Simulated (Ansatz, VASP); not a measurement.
## HC20 in VASP and in Ansatz

Contents of INCAR:

```
SYSTEM = HC20
PREC = Accurate
ENCUT = 520
EDIFF = 1E-6
ISMEAR = 0
SIGMA = 0.1
LREAL = Auto
LASPH = .TRUE.
NELM = 100
ALGO = Normal
ISIF = 2
LWAVE = .FALSE.
LCHARG = .FALSE.
LDIPOL = .TRUE.
IDIPOL = 3
DIPOL = 0.5 0.5 0.305
GGA = PE
IVDW = 12
NBANDS = 56
```

KPOINTS

```
regular mesh
0
G
  6 4 1
  0 0 0
```

Contents of POSCAR:

```
HC20
1.0
    4.9292027291      0.0000000000      0.0000000000
    0.0000000000      6.8054113579      0.0000000000
    0.0000000000      0.0000000000     22.2346643469
C H
20 1
Direct
    0.3122885183      0.2500141188      0.1798992752
    0.8122885183      0.2500141188      0.1798992752
    0.0622635010      0.2500141188      0.2119095571
    0.5622635010      0.2500141188      0.2119095571
    0.1871989222      0.7499858812      0.2279080302
    0.6871989222      0.7499858812      0.2279080302
    0.4371739048      0.7499858812      0.2599183120
    0.9371739048      0.7499858812      0.2599183120
    0.0621093260      0.2500141188      0.2759167852
    0.5621093260      0.2500141188      0.2759167852
    0.3120409925      0.2500133946      0.3071026518
    0.8120409925      0.2500133946      0.3071026518
    0.4371093881      0.7499905632      0.3309339292
    0.9371093881      0.7499905632      0.3309339292
    0.1866551682      0.7499900467      0.3565506911
    0.6866551682      0.7499900467      0.3565506911
    0.3119519864      0.2500147752      0.3740490919
    0.8119519864      0.2500147752      0.3740490919
    0.0621664184      0.2500173699      0.4018349100
    0.5621664184      0.2500173699      0.4018349100
    0.1454997517      0.5833507033      0.5502518120
```

Input for Ansatz:

```yaml
crystal:
  lattice:
    - [4.9292027291, 0.0, 0.0]
    - [0.0, 6.8054113579, 0.0]
    - [0.0, 0.0, 22.2346643469]
  atoms:
    - { symbol: C, position: [0.3122885183, 0.2500141188, 0.1798992752] }
    - { symbol: C, position: [0.8122885183, 0.2500141188, 0.1798992752] }
    - { symbol: C, position: [0.062263501, 0.2500141188, 0.2119095571] }
    - { symbol: C, position: [0.562263501, 0.2500141188, 0.2119095571] }
    - { symbol: C, position: [0.1871989222, 0.7499858812, 0.2279080302] }
    - { symbol: C, position: [0.6871989222, 0.7499858812, 0.2279080302] }
    - { symbol: C, position: [0.4371739048, 0.7499858812, 0.259918312] }
    - { symbol: C, position: [0.9371739048, 0.7499858812, 0.259918312] }
    - { symbol: C, position: [0.062109326, 0.2500141188, 0.2759167852] }
    - { symbol: C, position: [0.562109326, 0.2500141188, 0.2759167852] }
    - { symbol: C, position: [0.3120409925, 0.2500133946, 0.3071026518] }
    - { symbol: C, position: [0.8120409925, 0.2500133946, 0.3071026518] }
    - { symbol: C, position: [0.4371093881, 0.7499905632, 0.3309339292] }
    - { symbol: C, position: [0.9371093881, 0.7499905632, 0.3309339292] }
    - { symbol: C, position: [0.1866551682, 0.7499900467, 0.3565506911] }
    - { symbol: C, position: [0.6866551682, 0.7499900467, 0.3565506911] }
    - { symbol: C, position: [0.3119519864, 0.2500147752, 0.3740490919] }
    - { symbol: C, position: [0.8119519864, 0.2500147752, 0.3740490919] }
    - { symbol: C, position: [0.0621664184, 0.2500173699, 0.40183491] }
    - { symbol: C, position: [0.5621664184, 0.2500173699, 0.40183491] }
    - { symbol: H, position: [0.1454997517, 0.5833507033, 0.550251812] }
basis:
  ecutwfc: 420
kpoints:
  mp_grid: { grid: [6, 4, 1] }
hamiltonian:
  xc: pbe
  pseudopotentials: { kind: paw, azcp: { folder: soft_1 } }
  dispersion: d3bj
scf:
  occupations: { method: gaussian, width: 0.1 }
output:
  forces: true
  eigenvalues: true
efield:
  axis: 3
  dipole_correction: true
  ramp_width: 0.04
```

Alike in both runs: task single point; functional PBE; dispersion D3(BJ); k mesh 6 × 4 × 1; occupations gaussian, width 0.1 eV; no spin polarisation.

|  | VASP | Ansatz |
| --- | --- | --- |
| version | VASP 6.6.1 | Ansatz 0.2.0 |
| potentials or method | VASP PAW PBE potentials, release 64 (C, H), cutoff 520 eV | scalar-relativistic, plane waves, PAW |
| valence electrons in the cell | 81 | 81 |

|  | VASP | Ansatz | Ansatz less VASP |
| --- | --- | --- | --- |
| gap on the k mesh at the Fermi level (eV) | none | none | - |
| rms of the force components (eV/Å) | 1.095 | 1.102 | +0.0074 |

Atom by atom the forces differ by 0.012 eV/Å (rms over components). A gap of «none» marks a metal or a gap that the smearing closes. Ansatz's warnings: vacuum below fermi.
